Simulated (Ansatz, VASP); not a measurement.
**One calculation of WSe2, two programs**

Contents of INCAR:

```
SYSTEM = WSe2
ALGO = Normal ; EDIFF = 1E-6
ENCUT = 520 ; GGA = PE
ISIF = 2 ; ISMEAR = 0
LASPH = .True. ; LCHARG = .False.
LREAL = .False. ; LWAVE = .False.
NBANDS = 20 ; NELM = 100
PREC = Accurate ; SIGMA = 0.05
```

File KPOINTS:

```
k-points
0
Gamma
  24 24 1
  0 0 0
```

The input POSCAR:

```
WSe2
1.0
    3.3181158900      0.0000000000      0.0000000000
   -1.6590579500      2.8735726600      0.0000000000
    0.0000000000      0.0000000000     16.3252586200
W Se
1 2
Direct
    0.0000000000      0.0000000000      0.5000000000
    0.3333333300      0.6666666700      0.6018677500
    0.3333333300      0.6666666700      0.3981322500
```

Input for Ansatz:

```yaml
crystal:
  lattice:
    - [3.31811589, 0.0, 0.0]
    - [-1.65905795, 2.87357266, 0.0]
    - [0.0, 0.0, 16.32525862]
  atoms:
    - { symbol: W, position: [0.0, 0.0, 0.5] }
    - { symbol: Se, position: [0.33333333, 0.66666667, 0.60186775] }
    - { symbol: Se, position: [0.33333333, 0.66666667, 0.39813225] }
basis:
  ecutwfc: 420
kpoints:
  mp_grid: { grid: [24, 24, 1] }
hamiltonian:
  xc: pbe
scf:
  occupations: { method: gaussian, width: 0.05 }
output:
  forces: true
  eigenvalues: true
  eigenstates:
    nscf_kmesh: { grid: [72, 72, 1] }
    top_band: c6
    de_dk: true
    localisation: true
checkpoint:
  write: ck
  compress: false
  write_wavefunctions: false
  write_every: 100000
```

Alike in both runs: task single point; functional PBE; k mesh 24 × 24 × 1; occupations gaussian, width 0.05 eV; no spin polarisation.

```csv
,VASP,Ansatz
version,VASP 6.6.1,Ansatz 0.2.0
potentials or method,"VASP PAW PBE potentials, release 64 (W_sv, Se), cutoff 520 eV","scalar-relativistic, plane waves, PAW"
valence electrons in the cell,26,46
```

VASP gave:

| Quantity | Value |
| --- | --- |
| gap on the k mesh at the Fermi level (eV) | 1.52 |
| rms of the force components (eV/Å) | 0.153 |

Task: What did Ansatz give for the same quantities?

Result: gap on the k mesh at the Fermi level (eV): 1.53; rms of the force components (eV/Å): 0.131.

Atom by atom the forces differ by 0.022 eV/Å (rms over components). With one functional, cell and mesh, what is left measures potentials, basis and numerics. VASP's potentials hold 26 valence electrons a cell and Ansatz's 46, so a difference there can come from the potentials and not from the codes.

Spin-orbit coupling is off throughout.
